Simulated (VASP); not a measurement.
# Ag (Fm-3m) in VASP: notebook

Aim: see how the results for Ag move with the level of theory and the settings. Levels: PBE, PBEsol+D4. Tasks: single point.

All numbers are computed with VASP 6.6.1; they aren't measurements. Logs are shortened: lines on timing, memory, paths and dates and some standing lists are left out, and cuts for length are marked.

## (1) The cell of the first run

The structure is cubic, space group Fm-3m (No. 225). Conventional cell: a = 4.085 Å, b = 4.085 Å, c = 4.085 Å, α = 90.00°, β = 90.00°, γ = 90.00°. Ag (site symmetry m-3m) has 12 Ag at 2.89 Å within 3.8 Å.

## (2) Single point, PBE

File INCAR:

```
SYSTEM = Ag
PREC     = Accurate       ! precision mode
ENCUT    = 520            ! plane-wave cutoff, eV
EDIFF    = 1E-7           ! SCF threshold, eV
ISMEAR   = 0              ! smearing method
SIGMA    = 0.023          ! smearing width, eV
LREAL    = .FALSE.        ! projectors in reciprocal space
LASPH    = .TRUE.         ! aspherical terms in the spheres
NELM     = 60             ! most SCF steps
ALGO     = Fast           ! electronic algorithm
ISIF     = 2              ! what is computed and relaxed
LWAVE    = .FALSE.        ! write WAVECAR
LCHARG   = .FALSE.        ! write CHGCAR
GGA      = PE             ! functional
NBANDS   = 12             ! bands
```

File KPOINTS:

```
Automatic mesh
0
G
  11 11 11
  0 0 0
```

File POSCAR:

```
Ag
1.0
    0.0000000000      2.0427500000      2.0427500000
    2.0427500000      0.0000000000      2.0427500000
    2.0427500000      2.0427500000      0.0000000000
Ag
1
Direct
    0.0000000000      0.0000000000      0.0000000000
```

Potentials or basis: VASP PAW PBE potentials, release 64 (Ag).

Run with:

```console
> cat potpaw_PBE.64/Ag/POTCAR > POTCAR
> mpirun -np 1 vasp_std > vasp.out
```

OUTCAR:

```text
SYSTEM = Ag
   PREC = Accurate
   ENCUT = 520
   EDIFF = 1E-7
   ISMEAR = 0
   LREAL = .FALSE.
   LASPH = .TRUE.
   NELM = 60
   ISIF = 2
   GGA = PE

 ion  position               nearest neighbor table
   1  0.000  0.000  0.000-

  LATTYP: Found a face centered cubic cell.
 ALAT       =     4.0855000000

  Lattice vectors:

 A1 = (   0.0000000000,   2.0427500000,   2.0427500000)
 A2 = (   2.0427500000,   0.0000000000,   2.0427500000)
 A3 = (   2.0427500000,   2.0427500000,   0.0000000000)

Analysis of symmetry for initial positions (statically):
=====================================================================
 Subroutine PRICEL returns:
 Original cell was already a primitive cell.

 Routine SETGRP: Setting up the symmetry group for a
 face centered cubic supercell.

 Subroutine GETGRP returns: Found 48 space group operations
 (whereof 48 operations were pure point group operations)
 out of a pool of 48 trial point group operations.

The static configuration has the point symmetry O_h .

Analysis of symmetry for dynamics (positions and initial velocities):
=====================================================================
 Subroutine PRICEL returns:
 Original cell was already a primitive cell.

 Routine SETGRP: Setting up the symmetry group for a
 face centered cubic supercell.

 Subroutine GETGRP returns: Found 48 space group operations
 (whereof 48 operations were pure point group operations)
 out of a pool of 48 trial point group operations.

The dynamic configuration has the point symmetry O_h .

 Subroutine INISYM returns: Found 48 space group operations
 (whereof 48 operations are pure point group operations),
 and found     1 'primitive' translations

----------------------------------------------------------------------------------------

                                     Primitive cell

  volume of cell :      17.0481

  direct lattice vectors                    reciprocal lattice vectors
     0.000000000  2.042750000  2.042750000    -0.244768082  0.244768082  0.244768082
     2.042750000  0.000000000  2.042750000     0.244768082 -0.244768082  0.244768082
     2.042750000  2.042750000  0.000000000     0.244768082  0.244768082 -0.244768082

  length of vectors
     2.888884755  2.888884755  2.888884755     0.423950755  0.423950755  0.423950755

  position of ions in fractional coordinates (direct lattice)
     0.000000000  0.000000000  0.000000000

  ion indices of the primitive-cell ions
   primitive index   ion index
                 1           1

----------------------------------------------------------------------------------------

 KPOINTS: Automatic mesh

Automatic generation of k-mesh.
 Grid dimensions read from file:
 generate k-points for:   11   11   11

 Generating k-lattice:

  Cartesian coordinates                     Fractional coordinates (reciprocal lattice)
    -0.022251644  0.022251644  0.022251644     0.090909091  0.000000000  0.000000000
     0.022251644 -0.022251644  0.022251644     0.000000000  0.090909091  0.000000000
     0.022251644  0.022251644 -0.022251644     0.000000000  0.000000000  0.090909091

  Length of vectors
     0.038540978  0.038540978  0.038540978

  Shift w.r.t. Gamma in fractional coordinates (k-lattice)
     0.000000000  0.000000000  0.000000000

 Subroutine IBZKPT returns following result:
 ===========================================

 Found     56 irreducible k-points:

 Following reciprocal coordinates:
            Coordinates               Weight
  0.000000  0.000000  0.000000      1.000000
  0.090909  0.000000  0.000000      8.000000
  0.181818  0.000000  0.000000      8.000000
  0.272727  0.000000  0.000000      8.000000
  0.363636  0.000000  0.000000      8.000000
  0.454545  0.000000  0.000000      8.000000
[... 16 lines left out ...]
 -0.272727  0.181818  0.000000     24.000000
 -0.181818  0.181818  0.000000     12.000000
 [... further k-points ...]
   k-points           NKPTS =     56   k-points in BZ     NKDIM =     56   number of bands    NBANDS=     12
   number of dos      NEDOS =    301   number of ions     NIONS =      1
   total plane-waves  NPLWV =  13824
   dimension x,y,z NGX =    24 NGY =   24 NGZ =   24
   dimension x,y,z NGXF=    48 NGYF=   48 NGZF=   48
   ions per type =               1
   NGX,Y,Z   is equivalent  to a cutoff of  13.81, 13.81, 13.81 a.u.
   NGXF,Y,Z  is equivalent  to a cutoff of  27.62, 27.62, 27.62 a.u.
 SYSTEM =  Ag
   PREC   = accura    normal or accurate (medium, high low for compatibility)
   ISTART =      0    job   : 0-new  1-cont  2-samecut
   ICHARG =      2    charge: 1-file 2-atom 10-const
   ISPIN  =      1    spin polarized calculation?
   LNONCOLLINEAR =      F non collinear calculations
   LSORBIT =      F    spin-orbit coupling
   LASPH  =      T    aspherical Exc in radial PAW
   ENCUT  =  520.0 eV  38.22 Ry    6.18 a.u.   5.37  5.37  5.37*2*pi/ulx,y,z
   NELM   =     60;   NELMIN=  2; NELMDL= -5     # of ELM steps
   EDIFF  = 0.1E-06   stopping-criterion for ELM
   LREAL  =      F    real-space projection
   EDIFFG = 0.1E-05   stopping-criterion for IOM
   NSW    =      0    number of steps for IOM
   IBRION =     -1    ionic relax: 0-MD 1-quasi-New 2-CG
   NFREE  =      0    steps in history (QN), initial steepest desc. (CG)
   ISIF   =      2    stress and relaxation
   ISYM   =      2    0-nonsym 1-usesym 2-fastsym
   POTIM  = 0.5000    time-step for ionic-motion
   TEBEG  =    0.0;   TEEND  =   0.0 temperature during run
   PSTRESS=    0.0 pullay stress
   NELECT =      11.0000    total number of electrons
   NUPDOWN=      -1.0000    fix difference up-down
   EMIN   =  10.00;   EMAX   =-10.00  energy-range for DOS
   EFERMI =   0.00;   METHOD = LEGACY
   ISMEAR =     0;   SIGMA  =   0.02  broadening in eV -4-tet -1-fermi 0-gaus
   EFERMI_NEDOS =   21; number of points for ismear=-14 and -15
   IALGO  =     68    algorithm
   IMIX   =      4    mixing-type and parameters
     AMIX     =   0.40;   BMIX     =  1.00
     AMIX_MAG =   1.60;   BMIX_MAG =  1.00
  volume/ion in A,a.u.               =      17.05       115.05
  Fermi-wavevector in a.u.,A,eV,Ry     =   1.414644  2.673290 27.228221  2.001218
  Thomas-Fermi vector in A             =   2.536165
   LORBIT       =      0    0 simple, 1 ext, 2 COOP (PROOUT), +10 PAW based schemes
   GGA     = PE    functional components
   LHFCALC =     F    Hartree Fock is set to
   AEXX    =    0.0000 exact exchange contribution
   IVDW    =     0    specifies the selected vdW correction
   LEPSILON=     F    determine dielectric tensor
   LRPA    =     F    only Hartree local field effects (RPA)
 non-spin polarized calculation
 RMM-DIIS sequential band-by-band and
 Gauss-broadening in eV      SIGMA  =   0.02
  energy-cutoff  :      520.00
  volume of cell :       17.05
 maximum number of plane-waves:       477
 NGX is ok and might be reduce to    24
   NGX = 11   NGY = 11   NGZ = 11

 number of electron      10.9999999 magnetization

 Free energy of the ion-electron system (eV)
  ---------------------------------------------------
  ext. energy  EPLUGINS =         0.00000000
  ---------------------------------------------------
  free energy    TOTEN  =        -2.70920127 eV

  energy without entropy =       -2.70917137  energy(sigma->0) =       -2.70918632

 E-fermi :   8.6995     XC(G=0): -12.2133

 val. band max:        8.6405813921   @ k =  -0.4545   0.0909   0.0000
 cond. band min:       8.7326155321   @ k =   0.4545   0.3636   0.0000
 fundamental gap:      0.0920341400
 Fermi energy:         8.6995363071

 k-point     1 :       0.0000    0.0000    0.0000
  band No.  band energies     occupation
      1       0.6617      2.00000
      2       3.6136      2.00000
      3       3.6136      2.00000
      4       3.6136      2.00000
      5       4.6472      2.00000
      6       4.6472      2.00000
      7      24.4555      0.00000
      8      28.0355      0.00000
      9      28.0355      0.00000
     10      28.0355      0.00000
     11      32.8419      0.00000
     12      33.9807      0.00000

 k-point     2 :       0.0909    0.0000    0.0000
  band No.  band energies     occupation
      1       0.9169      2.00000
      2       3.5587      2.00000
      3       3.6818      2.00000
      4       3.6818      2.00000
      5       4.6231      2.00000
      6       4.6231      2.00000
      7      24.4175      0.00000
      8      26.2463      0.00000
      9      28.1354      0.00000
     10      28.1354      0.00000
     11      32.4563      0.00000
     12      33.6460      0.00000

 k-point     3 :       0.1818    0.0000    0.0000
  band No.  band energies     occupation
      1       1.5807      2.00000
      2       3.5256      2.00000
      3       3.8043      2.00000
      4       3.8043      2.00000
      5       4.6325      2.00000
      6       4.6325      2.00000
      7      22.1788      0.00000
      8      25.3199      0.00000
      9      28.2631      0.00000
     10      28.2631      0.00000
     11      31.2516      0.00000
     12      32.5621      0.00000

 k-point     4 :       0.2727    0.0000    0.0000
  band No.  band energies     occupation
      1       2.1102      2.00000
      2       3.7962      2.00000
      3       3.7962      2.00000
      4       4.1141      2.00000
      5       4.8444      2.00000
      6       4.8444      2.00000
      7      18.6929      0.00000
      8      24.8900      0.00000
      9      27.9317      0.00000
     10      27.9317      0.00000
     11      31.5570      0.00000
     12      31.5577      0.00000

 k-point     5 :       0.3636    0.0000    0.0000
  band No.  band energies     occupation
      1       2.1219      2.00000
      2       3.6863      2.00000
      3       3.6863      2.00000
      4       5.1763      2.00000
      5       5.1763      2.00000
      6       5.7145      2.00000
      7      15.3058      0.00000
      8      24.1956      0.00000
      9      27.0637      0.00000
     10      27.0637      0.00000
     11      31.2743      0.00000
     12      31.2743      0.00000
[... 228 lines left out ...]
      1       2.4814      2.00000
      2       3.3134      2.00000
      3       4.0377      2.00000
      4       4.2845      2.00000
      5       5.4101      2.00000
      6      10.0011      0.00000
      7      12.3310      0.00000
      8      21.0340      0.00000
      9      23.9254      0.00000
     10      24.8001      0.00000
     11      33.4445      0.00000
     12      33.4782      0.00000

 k-point    22 :      -0.3636    0.1818    0.0000
  band No.  band energies     occupation
      1       2.5915      2.00000
      2       3.3651      2.00000
      3       4.0234      2.00000
      4       4.2480      2.00000
      5       5.1049      2.00000
      6       8.8493      0.00000
      7      13.9193      0.00000
      8      20.3856      0.00000
      9      25.0164      0.00000
     10      25.3211      0.00000
     11      32.3441      0.00000
     12      33.2176      0.00000

 k-point    23 :      -0.2727    0.1818    0.0000
  band No.  band energies     occupation
      1       2.7714      2.00000
      2       3.4385      2.00000
      3       3.8738      2.00000
      4       4.0988      2.00000
      5       4.6651      2.00000
      6       7.0595      2.00000
      7      17.0915      0.00000
      8      20.2596      0.00000
      9      25.7775      0.00000
     10      27.3081      0.00000
     11      30.6021      0.00000
     12      33.1721      0.00000

 k-point    24 :      -0.1818    0.1818    0.0000
  band No.  band energies     occupation
      1       2.6922      2.00000
      2       3.2136      2.00000
      3       3.8294      2.00000
      4       4.2267      2.00000
      5       4.2584      2.00000
      6       5.7947      2.00000
      7      20.3628      0.00000
      8      20.7698      0.00000
      9      27.0596      0.00000
     10      28.8643      0.00000
     11      29.5461      0.00000
     12      33.0678      0.00000

 [... further k-points ...]
[... 5 lines left out ...]
  --------------------------------------------------------------------------------------
  -------------------------------------------------------------------------------------
  Total        0.4360682      0.4360682      0.4360682     -0.0000000      0.0000000     -0.0000000
  in kB       40.9816429     40.9816429     40.9816429     -0.0000000      0.0000000     -0.0000000
  external PRESSURE =      40.9816429 kB  Pullay stress =       0.0000000 kB

 VOLUME and BASIS-vectors are now :
 -----------------------------------------------------------------------------
  energy-cutoff  :      520.00
  volume of cell :       17.05
      direct lattice vectors                 reciprocal lattice vectors
     0.000000000  2.042750000  2.042750000    -0.244768082  0.244768082  0.244768082
     2.042750000  0.000000000  2.042750000     0.244768082 -0.244768082  0.244768082
     2.042750000  2.042750000  0.000000000     0.244768082  0.244768082 -0.244768082

 POSITION                                       TOTAL-FORCE (eV/Angst)
 -----------------------------------------------------------------------------------
      0.00000      0.00000      0.00000         0.000000      0.000000      0.000000
 -----------------------------------------------------------------------------------
    total drift:                               -0.000000      0.000000      0.000000

  FREE ENERGIE OF THE ION-ELECTRON SYSTEM (eV)
  ---------------------------------------------------
  free  energy   TOTEN  =        -2.7092012681 eV

  energy  without entropy=       -2.7091713703  energy(sigma->0) =       -2.70918632
```

Wall time 5 s (1 thread of Intel Xeon 6975P-C (Granite Rapids), shared host); peak memory 0.14 GiB.

Results:

```
Free energy : -2.7092 eV
Pressure    : 4.1 GPa
```

## (3) Single point, PBEsol+D4

This run uses another cell than the first one, of 16.20 Å³/atom, 0.950 times its volume.

File INCAR:

```
PREC = Accurate
ENCUT = 520
EDIFF = 1E-6
ISMEAR = -1
SIGMA = 0.05
LREAL = F
LASPH = T
NELM = 60
ALGO = Normal
ISIF = 2
LWAVE = F
LCHARG = T
GGA = PS
IVDW = 13
LELF = T
LVHAR = T
NBANDS = 12
```

File KPOINTS:

```
regular mesh
0
Gamma
  11 11 11
```

File POSCAR:

```
Ag
1.0
    0.0000000000      2.0084608817      2.0084608817
    2.0084608817      0.0000000000      2.0084608817
    2.0084608817      2.0084608817      0.0000000000
Ag
1
Direct
    0.0000000000      0.0000000000      0.0000000000
```

Potentials or basis: VASP PAW PBE potentials, release 64 (Ag).

Run with:

```console
> cat potpaw_PBE.64/Ag/POTCAR > POTCAR
> mpirun -np 1 vasp_std > vasp.out
```

It took 4.7 s on 1 thread of Intel Xeon 6975P-C (Granite Rapids), shared host; peak memory 0.14 GiB.

Results (log left out):

| Item | Value |
| --- | --- |
| Free energy | -3.6575 eV |
| Pressure | -0.3 GPa |
| Dispersion energy per atom | -0.347 eV |

Levels at points of the mesh, in eV from the Fermi level:
```csv
k point,band 2,band 3,band 4,band 5,band 6,band 7,band 8,band 9,band 10,band 11
"(0.00, 0.00, 0.00)",-5.15,-5.15,-5.15,-4.00,-4.00,15.91,19.79,19.79,19.79,24.74
```

Caveat: the PAW data sets were made with another functional, which shifts forces and pressure a little; pairwise dispersion overbinds metals, which lowers pressure and volume.
